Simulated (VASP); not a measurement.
A run of VASP 6.6.1:

File INCAR:

```
SYSTEM = Si12O22F
PREC = Accurate ; ENCUT = 520
EDIFF = 1E-6 ; ISMEAR = -1
SIGMA = 0.05 ; LREAL = Auto
LASPH = .True. ; NELM = 80
ALGO = Normal ; ISIF = 2
LWAVE = .False. ; LCHARG = .True.
GGA = PE ; LELF = .True.
LVHAR = .True. ; NELECT = 186.0
NBANDS = 116
```

Contents of KPOINTS:

```
regular mesh
0
Gamma
  2 2 1
  0 0 0
```

File POSCAR:

```
Si12O22F
1.0
   -2.4582790000      4.2578640000      5.4316250000
    4.9165580000      0.0000000000      5.4316250000
    4.9165580000      8.5157280000      0.0000000000
Si O F
12 22 1
Direct
    0.4117573954      0.9440597637      0.0190231875
    0.0185393440     -0.0006355029      0.2481280914
    0.0936699940      0.5700546547      0.9531597536
    0.3790235208      0.9234562495      0.5353091581
   -0.0096394212     -0.0006004077      0.7678005278
    0.1090933425      0.5688579864      0.4410891864
    0.9069841054      0.4259162928      0.2837227838
    0.4977353434      0.4840893049      0.5255159511
    0.6111219405      0.0749461888      0.1981602188
    0.8999258407      0.4429018531      0.7745558968
    0.5007685710      0.5025211332      0.0089452129
    0.5669695658      0.0653428373      0.7596302177
    0.5648663943      0.9873395999      0.0852255467
    0.5853397636      0.3146818788      0.1362630540
    0.1833924001      0.0522717086      0.0886651947
    0.3154457894      0.4583028766      0.9790098761
    0.9408660180      0.1854848712      0.3231608026
    0.9196850876      0.5294669840      0.1071382869
    0.5403288530      0.2961498735      0.6688738986
    0.1579811510      0.0335438908      0.6074540849
    0.3248833746      0.4496474865      0.4760879264
    0.9250079685      0.2013219521      0.8218557116
    0.9328470552      0.5389226507      0.5955185986
    0.0799845623      0.4757738535      0.3243819997
    0.1106957215      0.8045935423      0.3679465598
    0.6888920892      0.5103185892      0.3858067439
    0.8343501110      0.9583962305      0.2149554968
    0.4222209048      0.6859181165      0.5859378317
    0.4580630454      0.0286602259      0.3649233352
    0.0629160013      0.4876437955      0.8300439438
    0.0826121523      0.8102986079      0.8887894291
    0.6717269157      0.5405604668      0.8530172995
    0.8013548314      0.9558866951      0.7400496572
    0.4295677245      0.7062109618      0.0639954057
    0.5189393429      0.9639029886      0.6324379304
```

Potentials or basis: VASP PAW PBE potentials, release 64 (Si, O, F).

The run is started by

```bash
$ cat potpaw_PBE.64/Si/POTCAR potpaw_PBE.64/O/POTCAR potpaw_PBE.64/F/POTCAR > POTCAR
$ mpirun -np 1 vasp_std > vasp.out
```

Hardware: 1 thread of Intel(R) Xeon(R) Platinum 8559C (Emerald Rapids) (shared host).

Q: Estimate the wall time of this run.

A: Wall time 3.9 min on 1 thread of Intel(R) Xeon(R) Platinum 8559C (Emerald Rapids) (shared host), peak memory 0.56 GiB. Counts: scf iterations 16, k points 4.
